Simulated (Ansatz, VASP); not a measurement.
BaTe: VASP beside Ansatz

```
Ba Te
1.0
     0.00000    4.18729    4.18729
     4.18729    0.00000    4.18729
     4.18729    4.18729    0.00000
Ba Te
2 2
Direct
  0.50000 0.50000 0.50000
  0.75000 0.75000 0.75000
  0.00000 0.00000 0.00000
  0.25000 0.25000 0.25000
```

Change from the starting cell: species swapped into the NaIn type (Fd-3m, No. 227).

Alike in both runs: functional PBE; k mesh 8 × 8 × 8; occupations gaussian, width 0.01 eV; no spin polarisation.

Ansatz relaxed the structure, and its values are those at the end. VASP's run is a single point on that final structure, the one shown.

|  | VASP | Ansatz |
| --- | --- | --- |
| version | VASP 6.6.1 | Ansatz 0.2.0 |
| potentials or method | VASP PAW PBE potentials, release 64 (Ba_sv, Te), cutoff 500 eV | scalar-relativistic, plane waves, PAW |
| valence electrons in the cell | 32 | 52 |

|  | VASP | Ansatz | Ansatz less VASP |
| --- | --- | --- | --- |
| gap on the k mesh at the Fermi level (eV) | 0.09 | 0.14 | +0.053 |
| least direct gap on the mesh (eV) | 0.83 | 0.86 | +0.028 |
| pressure (GPa) | 0.5 | 0.0 | -0.47 |

With one functional, cell and mesh, what is left measures potentials, basis and numerics. VASP's potentials hold 32 valence electrons a cell and Ansatz's 52, so a difference there can come from the potentials and not from the codes.

Neither program's run includes spin-orbit coupling.
